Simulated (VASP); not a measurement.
# Fe2O5 (cubic X2O5 type) (Pn-3m) in VASP: notebook

The runs below take Fe2O5 (cubic X2O5 type) through single point, with PBE.

Everything below comes from runs of VASP 6.6.1. Logs are shortened: lines on timing, memory, paths and dates and some standing lists are left out, and cuts for length are marked.

## 1. The cell of the first run

The structure is cubic, space group Pn-3m (No. 224). The conventional cell has a = 4.941 Å, b = 4.941 Å, c = 4.941 Å, α = 90.00°, β = 90.00°, γ = 90.00°. Within 2.8 Å of Fe (site symmetry -3m) lie 12 O at 2.14 to 2.47 Å. O (site symmetry -3m) has 6 O at 2.14 Å and 6 Fe at 2.47 Å within 2.8 Å. O (site symmetry -42m) has 4 Fe at 2.14 Å and 8 O at 2.14 to 2.47 Å within 2.8 Å.

## 2. Single point, PBE

The input, INCAR:

```
PREC = Accurate
ENCUT = 520
EDIFF = 1E-6
ISMEAR = -1
SIGMA = 0.06122561905347299
LREAL = F
LASPH = T
NELM = 100
ALGO = Normal
ISIF = 2
LWAVE = F
LCHARG = T
GGA = PE
LELF = T
LVHAR = T
NBANDS = 59
```

The input, KPOINTS:

```
regular mesh
0
Gamma
  11 11 11
```

The input, POSCAR:

```
Fe2O5
1.0
    4.9412545354      0.0000000000      0.0000000000
    0.0000000000      4.9412545354      0.0000000000
    0.0000000000      0.0000000000      4.9412545354
Fe O
4 10
Direct
    0.0000000000      0.0000000000      0.0000000000
    0.5000000000      0.5000000000      0.0000000000
    0.5000000000      0.0000000000      0.5000000000
    0.0000000000      0.5000000000      0.5000000000
    0.5000000000      0.0000000000      0.0000000000
    0.0000000000      0.5000000000      0.0000000000
    0.0000000000      0.0000000000      0.5000000000
    0.5000000000      0.5000000000      0.5000000000
    0.7500000000      0.7500000000      0.2500000000
    0.7500000000      0.2500000000      0.7500000000
    0.2500000000      0.7500000000      0.7500000000
    0.7500000000      0.2500000000      0.2500000000
    0.2500000000      0.7500000000      0.2500000000
    0.2500000000      0.2500000000      0.7500000000
```

Potentials or basis: VASP PAW PBE potentials, release 64 (Fe, O).

On the command line:

```console
$ cat potpaw_PBE.64/Fe/POTCAR potpaw_PBE.64/O/POTCAR > POTCAR
$ mpirun -np 1 vasp_std > vasp.out
```

OUTCAR:

```text
PREC = Accurate
   ENCUT = 520
   EDIFF = 1E-6
   ISMEAR = -1
   LREAL = F
   LASPH = T
   NELM = 100
   ISIF = 2
   GGA = PE

 ion  position               nearest neighbor table
   1  0.000  0.000  0.000-   9 2.14  10 2.14  11 2.14  12 2.14  13 2.14  14 2.14   5 2.47   6 2.47
                             7 2.47   7 2.47   6 2.47   5 2.47
   2  0.500  0.500  0.000-   9 2.14  10 2.14  11 2.14  12 2.14  13 2.14  14 2.14   5 2.47   6 2.47
                             8 2.47   8 2.47   5 2.47   6 2.47
   3  0.500  0.000  0.500-   9 2.14  10 2.14  11 2.14  12 2.14  13 2.14  14 2.14   5 2.47   7 2.47
                             8 2.47   5 2.47   8 2.47   7 2.47
   4  0.000  0.500  0.500-   9 2.14  10 2.14  11 2.14  12 2.14  13 2.14  14 2.14   6 2.47   7 2.47
                             8 2.47   6 2.47   7 2.47   8 2.47
   5  0.500  0.000  0.000-   1 2.47   2 2.47   3 2.47   3 2.47   2 2.47   1 2.47
   6  0.000  0.500  0.000-   1 2.47   2 2.47   4 2.47   4 2.47   1 2.47   2 2.47
   7  0.000  0.000  0.500-   1 2.47   3 2.47   4 2.47   1 2.47   4 2.47   3 2.47
   8  0.500  0.500  0.500-   2 2.47   3 2.47   4 2.47   2 2.47   3 2.47   4 2.47
   9  0.750  0.750  0.250-   1 2.14   2 2.14   3 2.14   4 2.14
  10  0.750  0.250  0.750-   1 2.14   2 2.14   3 2.14   4 2.14
  11  0.250  0.750  0.750-   1 2.14   2 2.14   3 2.14   4 2.14
  12  0.750  0.250  0.250-   1 2.14   2 2.14   3 2.14   4 2.14
  13  0.250  0.750  0.250-   1 2.14   2 2.14   3 2.14   4 2.14
  14  0.250  0.250  0.750-   1 2.14   2 2.14   3 2.14   4 2.14

  LATTYP: Found a simple cubic cell.
 ALAT       =     4.9412545354

  Lattice vectors:

 A1 = (   4.9412545354,   0.0000000000,   0.0000000000)
 A2 = (   0.0000000000,   4.9412545354,   0.0000000000)
 A3 = (   0.0000000000,   0.0000000000,   4.9412545354)

Analysis of symmetry for initial positions (statically):
=====================================================================
 Subroutine PRICEL returns:
 Original cell was already a primitive cell.

 Routine SETGRP: Setting up the symmetry group for a
 simple cubic supercell.

 Subroutine GETGRP returns: Found 48 space group operations
 (whereof 12 operations were pure point group operations)
 out of a pool of 48 trial point group operations.

The static configuration has the point symmetry D_3d.
 The point group associated with its full space group is O_h .

Analysis of symmetry for dynamics (positions and initial velocities):
=====================================================================
 Subroutine PRICEL returns:
 Original cell was already a primitive cell.

 Routine SETGRP: Setting up the symmetry group for a
 simple cubic supercell.

 Subroutine GETGRP returns: Found 48 space group operations
 (whereof 12 operations were pure point group operations)
 out of a pool of 48 trial point group operations.

The dynamic configuration has the point symmetry D_3d.
 The point group associated with its full space group is O_h .

 Subroutine INISYM returns: Found 48 space group operations
 (whereof 12 operations are pure point group operations),
 and found     1 'primitive' translations

----------------------------------------------------------------------------------------

                                     Primitive cell

  volume of cell :     120.6457

  direct lattice vectors                    reciprocal lattice vectors
     4.941254535  0.000000000  0.000000000     0.202377755  0.000000000  0.000000000
     0.000000000  4.941254535  0.000000000     0.000000000  0.202377755  0.000000000
     0.000000000  0.000000000  4.941254535     0.000000000  0.000000000  0.202377755

  length of vectors
     4.941254535  4.941254535  4.941254535     0.202377755  0.202377755  0.202377755

  position of ions in fractional coordinates (direct lattice)
     0.000000000  0.000000000  0.000000000
     0.500000000  0.500000000  0.000000000
     0.500000000  0.000000000  0.500000000
     0.000000000  0.500000000  0.500000000
     0.500000000  0.000000000  0.000000000
     0.000000000  0.500000000  0.000000000
     0.000000000  0.000000000  0.500000000
     0.500000000  0.500000000  0.500000000
     0.750000000  0.750000000  0.250000000
     0.750000000  0.250000000  0.750000000
     0.250000000  0.750000000  0.750000000
     0.750000000  0.250000000  0.250000000
     0.250000000  0.750000000  0.250000000
[... 32 lines left out ...]
     0.000000000  0.000000000  0.018397978     0.000000000  0.000000000  0.090909091

  Length of vectors
     0.018397978  0.018397978  0.018397978

  Shift w.r.t. Gamma in fractional coordinates (k-lattice)
     0.000000000  0.000000000  0.000000000

 Subroutine IBZKPT returns following result:
 ===========================================

 Found     56 irreducible k-points:

 Following reciprocal coordinates:
            Coordinates               Weight
  0.000000  0.000000  0.000000      1.000000
  0.090909  0.000000  0.000000      6.000000
  0.181818  0.000000  0.000000      6.000000
  0.272727  0.000000  0.000000      6.000000
  0.363636  0.000000  0.000000      6.000000
  0.454545  0.000000  0.000000      6.000000
[... 16 lines left out ...]
  0.181818  0.090909  0.090909     24.000000
  0.272727  0.090909  0.090909     24.000000
 [... further k-points ...]
   k-points           NKPTS =     56   k-points in BZ     NKDIM =     56   number of bands    NBANDS=     59
   number of dos      NEDOS =    301   number of ions     NIONS =     14
   total plane-waves  NPLWV =  64000
   dimension x,y,z NGX =    40 NGY =   40 NGZ =   40
   dimension x,y,z NGXF=    80 NGYF=   80 NGZF=   80
   ions per type =               4  10
   NGX,Y,Z   is equivalent  to a cutoff of  13.46, 13.46, 13.46 a.u.
   NGXF,Y,Z  is equivalent  to a cutoff of  26.92, 26.92, 26.92 a.u.
 SYSTEM =  unknown system
   PREC   = accura    normal or accurate (medium, high low for compatibility)
   ISTART =      0    job   : 0-new  1-cont  2-samecut
   ICHARG =      2    charge: 1-file 2-atom 10-const
   ISPIN  =      1    spin polarized calculation?
   LNONCOLLINEAR =      F non collinear calculations
   LSORBIT =      F    spin-orbit coupling
   LASPH  =      T    aspherical Exc in radial PAW
   ENCUT  =  520.0 eV  38.22 Ry    6.18 a.u.   9.19  9.19  9.19*2*pi/ulx,y,z
   NELM   =    100;   NELMIN=  2; NELMDL= -5     # of ELM steps
   EDIFF  = 0.1E-05   stopping-criterion for ELM
   LREAL  =      F    real-space projection
   EDIFFG = 0.1E-04   stopping-criterion for IOM
   NSW    =      0    number of steps for IOM
   IBRION =     -1    ionic relax: 0-MD 1-quasi-New 2-CG
   NFREE  =      0    steps in history (QN), initial steepest desc. (CG)
   ISIF   =      2    stress and relaxation
   ISYM   =      2    0-nonsym 1-usesym 2-fastsym
   POTIM  = 0.5000    time-step for ionic-motion
   TEBEG  =    0.0;   TEEND  =   0.0 temperature during run
   PSTRESS=    0.0 pullay stress
   NELECT =      92.0000    total number of electrons
   NUPDOWN=      -1.0000    fix difference up-down
   EMIN   =  10.00;   EMAX   =-10.00  energy-range for DOS
   EFERMI =   0.00;   METHOD = LEGACY
   ISMEAR =    -1;   SIGMA  =   0.06  broadening in eV -4-tet -1-fermi 0-gaus
   EFERMI_NEDOS =   21; number of points for ismear=-14 and -15
   IALGO  =     38    algorithm
   IMIX   =      4    mixing-type and parameters
     AMIX     =   0.40;   BMIX     =  1.00
     AMIX_MAG =   1.60;   BMIX_MAG =  1.00
  volume/ion in A,a.u.               =       8.62        58.15
  Fermi-wavevector in a.u.,A,eV,Ry     =   1.495662  2.826392 30.436311  2.237006
  Thomas-Fermi vector in A             =   2.607778
   LORBIT       =      0    0 simple, 1 ext, 2 COOP (PROOUT), +10 PAW based schemes
   GGA     = PE    functional components
   LHFCALC =     F    Hartree Fock is set to
   AEXX    =    0.0000 exact exchange contribution
   IVDW    =     0    specifies the selected vdW correction
   LEPSILON=     F    determine dielectric tensor
   LRPA    =     F    only Hartree local field effects (RPA)
 non-spin polarized calculation
  energy-cutoff  :      520.00
  volume of cell :      120.65
 maximum number of plane-waves:      3269
 NGX is ok and might be reduce to    40
   NGX = 19   NGY = 19   NGZ = 19

 number of electron      91.9999992 magnetization

 Free energy of the ion-electron system (eV)
  ---------------------------------------------------
  ext. energy  EPLUGINS =         0.00000000
  ---------------------------------------------------
  free energy    TOTEN  =       -73.42388395 eV

  energy without entropy =      -73.15861969  energy(sigma->0) =      -73.29125182

 E-fermi :   4.4394     XC(G=0): -12.4566

 val. band max:        4.4383597646   @ k =   0.1818   0.1818   0.0909
 cond. band min:       4.4433241080   @ k =   0.3636   0.2727   0.0000
 fundamental gap:      0.0049643434
 Fermi energy:         4.4393918313

 k-point     1 :       0.0000    0.0000    0.0000
  band No.  band energies     occupation
      1     -16.7155      2.00000
      2     -14.3327      2.00000
      3     -14.3327      2.00000
      4     -13.5244      2.00000
      5     -13.5244      2.00000
      6     -13.5244      2.00000
[... 1453 lines left out ...]
     57       5.8332      0.00000
     58       5.8973      0.00000

 [... further k-points ...]

 [bands above 58 left out]

------------------------ aborting loop because EDIFF is reached ----------------------------------------

  FORCE on cell =-STRESS in cart. coord.  units (eV):
  Direction    XX          YY          ZZ          XY          YZ          ZX
  --------------------------------------------------------------------------------------
  -------------------------------------------------------------------------------------
  Total       -5.6104739     -5.6104739     -5.6104739     -0.0000000     -0.0000000      0.0000000
  in kB      -74.5072355    -74.5072355    -74.5072355     -0.0000000     -0.0000000      0.0000000
  external PRESSURE =     -74.5072355 kB  Pullay stress =       0.0000000 kB

 VOLUME and BASIS-vectors are now :
 -----------------------------------------------------------------------------
  energy-cutoff  :      520.00
  volume of cell :      120.65
      direct lattice vectors                 reciprocal lattice vectors
     4.941254535  0.000000000  0.000000000     0.202377755  0.000000000  0.000000000
     0.000000000  4.941254535  0.000000000     0.000000000  0.202377755  0.000000000
     0.000000000  0.000000000  4.941254535     0.000000000  0.000000000  0.202377755

 POSITION                                       TOTAL-FORCE (eV/Angst)
 -----------------------------------------------------------------------------------
      0.00000      0.00000      0.00000        -0.000000      0.000000     -0.000000
      2.47063      2.47063      0.00000        -0.000000      0.000000     -0.000000
      2.47063      0.00000      2.47063        -0.000000      0.000000     -0.000000
      0.00000      2.47063      2.47063        -0.000000      0.000000     -0.000000
      2.47063      0.00000      0.00000        -0.000000      0.000000     -0.000000
      0.00000      2.47063      0.00000        -0.000000      0.000000     -0.000000
      0.00000      0.00000      2.47063        -0.000000      0.000000     -0.000000
      2.47063      2.47063      2.47063        -0.000000      0.000000     -0.000000
      3.70594      3.70594      1.23531         0.000000     -0.000000      0.000000
      3.70594      1.23531      3.70594        -0.000000     -0.000000      0.000000
      1.23531      3.70594      3.70594         0.000000     -0.000000     -0.000000
      3.70594      1.23531      1.23531         0.000000      0.000000      0.000000
      1.23531      3.70594      1.23531         0.000000      0.000000      0.000000
      1.23531      1.23531      3.70594         0.000000      0.000000     -0.000000
 -----------------------------------------------------------------------------------
    total drift:                               -0.000000      0.000000      0.000000

  FREE ENERGIE OF THE ION-ELECTRON SYSTEM (eV)
  ---------------------------------------------------
  free  energy   TOTEN  =       -73.4238839510 eV

  energy  without entropy=      -73.1586196933  energy(sigma->0) =      -73.29125182
```

It took 16 min on 1 thread of Oxide Virtual Turin-like, shared host; peak memory 0.38 GiB.

Results:

| Item | Value |
| --- | --- |
| Free energy | -73.4239 eV |
| Pressure | -7.5 GPa |
| Band gap on the k mesh | zero (band 46 reaches 4.77 eV, above the bottom of band 47 at 4.10 eV) |

Levels at points of the mesh, in eV from the Fermi level:
```
           k point  band 43  band 44  band 45  band 46  band 47  band 48  band 49  band 50  band 51  band 52
(0.00, 0.00, 0.00)    -0.56    -0.25    -0.25    -0.15    -0.15    -0.15     0.14     0.14     0.14     0.39
```

Caveat: the run has no spin polarisation, though such a crystal can be magnetic; semilocal functionals often make such compounds metallic where correlation or magnetic order opens a gap, which also shifts bond lengths.

## 3. Single point, PBE

This run uses another cell than the first one, of 8.78 Å³/atom, 1.019 times its volume.

The input, INCAR:

```
SYSTEM = Fe2O5
ALGO = Normal
EDIFF = 1E-6
ENCUT = 520
GGA = PE
ISIF = 2
ISMEAR = -1
LASPH = .True.
LCHARG = .False.
LREAL = .False.
LWAVE = .False.
NBANDS = 59
NELM = 60
PREC = Accurate
SIGMA = 0.06122561905347299
```

The input, KPOINTS:

```
k-points
0
Gamma
  11 11 11
  0 0 0
```

Edit POSCAR of step 2 so:

```diff
@@ -2,5 +2,5 @@
 1.0
-    4.9412545354      0.0000000000      0.0000000000
-    0.0000000000      4.9412545354      0.0000000000
-    0.0000000000      0.0000000000      4.9412545354
+    4.9727283428      0.0000000000      0.0000000000
+    0.0000000000      4.9727283428      0.0000000000
+    0.0000000000      0.0000000000      4.9727283428
 Fe O
```

Potentials or basis: VASP PAW PBE potentials, release 64 (Fe, O).

On the command line:

```console
$ cat potpaw_PBE.64/Fe/POTCAR potpaw_PBE.64/O/POTCAR > POTCAR
$ mpirun -np 1 vasp_std > vasp.out
```

Wall time 15 min (1 thread of Oxide Virtual Turin-like, shared host); peak memory 0.38 GiB.

The run converged. Its results:

```yaml
Free_energy: -73.2971 eV
Pressure: -10.7 GPa
Band_gap_on_the_k_mesh: zero (band 46 reaches 4.54 eV, above the bottom of band 47 at 3.89 eV)
```

Levels at points of the mesh, in eV from the Fermi level:
| k point | band 43 | band 44 | band 45 | band 46 | band 47 | band 48 | band 49 | band 50 | band 51 | band 52 |
| --- | --- | --- | --- | --- | --- | --- | --- | --- | --- | --- |
| (0.00, 0.00, 0.00) | -0.55 | -0.26 | -0.26 | -0.14 | -0.14 | -0.14 | 0.13 | 0.13 | 0.13 | 0.39 |

Caveat: the run has no spin polarisation, though such a crystal can be magnetic; semilocal functionals often make such compounds metallic where correlation or magnetic order opens a gap, which also shifts bond lengths. With open d or f shells a metallic result of PBE can be an artefact of self-interaction; +U or a hybrid may open a gap.

## 4. Single point, PBE

This run uses another cell than the first one, of 8.12 Å³/atom, 0.942 times its volume.

The input, INCAR:

```
PREC     = Accurate       # precision mode
ENCUT    = 520            # plane-wave cutoff, eV
EDIFF    = 1E-6           # SCF threshold, eV
ISMEAR   = -1             # smearing method
SIGMA    = 0.06122561905347299 # smearing width, eV
LREAL    = False          # projectors in reciprocal space
LASPH    = True           # aspherical terms in the spheres
NELM     = 100            # most SCF steps
ALGO     = Normal         # electronic algorithm
ISIF     = 2              # what is computed and relaxed
LWAVE    = False          # write WAVECAR
LCHARG   = False          # write CHGCAR
GGA      = PE             # functional
NBANDS   = 59             # bands
```

The input, KPOINTS:

```
regular mesh
0
Gamma
  11 11 11
```

Edit POSCAR of step 3 so:

```diff
@@ -2,5 +2,5 @@
 1.0
-    4.9727283428      0.0000000000      0.0000000000
-    0.0000000000      4.9727283428      0.0000000000
-    0.0000000000      0.0000000000      4.9727283428
+    4.8443421001      0.0000000000      0.0000000000
+    0.0000000000      4.8443421001      0.0000000000
+    0.0000000000      0.0000000000      4.8443421001
 Fe O
```

On the command line:

```console
$ cat potpaw_PBE.64/Fe/POTCAR potpaw_PBE.64/O/POTCAR > POTCAR
$ mpirun -np 1 vasp_std > vasp.out
```

Wall time 10 min (1 thread of Oxide Virtual Turin-like, shared host); peak memory 0.35 GiB.

The run converged. Its results:

```yaml
Free_energy: -73.4816 eV
Pressure: 4.7 GPa
Band_gap_on_the_k_mesh: zero (band 46 reaches 5.55 eV, above the bottom of band 47 at 4.81 eV)
```

Levels at points of the mesh, in eV from the Fermi level:
```
           k point  band 44  band 45  band 46  band 47  band 48  band 49  band 50  band 51
(0.00, 0.00, 0.00)    -0.23    -0.23    -0.17    -0.17    -0.17     0.14     0.14     0.14
```

Caveat: the run has no spin polarisation, though such a crystal can be magnetic; semilocal functionals often make such compounds metallic where correlation or magnetic order opens a gap, which also shifts bond lengths. With open d or f shells a metallic result of PBE can be an artefact of self-interaction; +U or a hybrid may open a gap.

## 5. Single point, PBE

This run uses another cell than the first one, of 8.29 Å³/atom, 0.962 times its volume.

The input, INCAR:

```
ALGO = Normal ; EDIFF = 1E-7
ENCUT = 520 ; GGA = PE
ISIF = 2 ; ISMEAR = -1
LASPH = T ; LCHARG = T
LELF = T ; LREAL = F
LVHAR = T ; LWAVE = F
NBANDS = 59 ; NELM = 80
PREC = Accurate ; SIGMA = 0.06122561905347299
```

The input, KPOINTS:

```
k-points
0
Gamma
  11 11 11
```

Edit POSCAR of step 4 so:

```diff
@@ -2,5 +2,5 @@
 1.0
-    4.8443421001      0.0000000000      0.0000000000
-    0.0000000000      4.8443421001      0.0000000000
-    0.0000000000      0.0000000000      4.8443421001
+    4.8770751343      0.0000000000      0.0000000000
+    0.0000000000      4.8770751343      0.0000000000
+    0.0000000000      0.0000000000      4.8770751343
 Fe O
```

On the command line:

```console
$ cat potpaw_PBE.64/Fe/POTCAR potpaw_PBE.64/O/POTCAR > POTCAR
$ mpirun -np 1 vasp_std > vasp.out
```

It took 15 min on 1 thread of Oxide Virtual Turin-like, shared host; peak memory 0.36 GiB.

It converged, with:

```
Free energy            : -73.5223 eV
Pressure               : 0.2 GPa
Band gap on the k mesh : zero (band 46 reaches 5.28 eV, above the bottom of band 47 at 4.56 eV)
```

Levels at points of the mesh, in eV from the Fermi level:
| k point | band 45 | band 46 | band 47 | band 48 | band 49 | band 50 |
| --- | --- | --- | --- | --- | --- | --- |
| (0.00, 0.00, 0.00) | -0.24 | -0.16 | -0.16 | -0.16 | 0.14 | 0.14 |

Caveat: the run has no spin polarisation, though such a crystal can be magnetic; semilocal functionals often make such compounds metallic where correlation or magnetic order opens a gap, which also shifts bond lengths.

## 6. The runs side by side

```csv
cell,gap on the mesh (eV),pressure (GPa)
"a = 4.941 Å, 14 atoms",none,-7.5
"a = 4.973 Å, 14 atoms",none,-10.7
"a = 4.844 Å, 14 atoms",none,4.7
"a = 4.877 Å, 14 atoms",none,0.2
```

Alike in all rows: task single point; level PBE; potentials or basis VASP PAW PBE potentials, release 64 (Fe, O); no spin polarisation; k mesh 11 × 11 × 11; cutoff (eV) 520; smearing fermi-dirac 0.0612256 eV.

Caveats: the run has no spin polarisation, though such a crystal can be magnetic; semilocal functionals often make such compounds metallic where correlation or magnetic order opens a gap, which also shifts bond lengths.

Absolute energies hang on the potentials; compare differences alone.
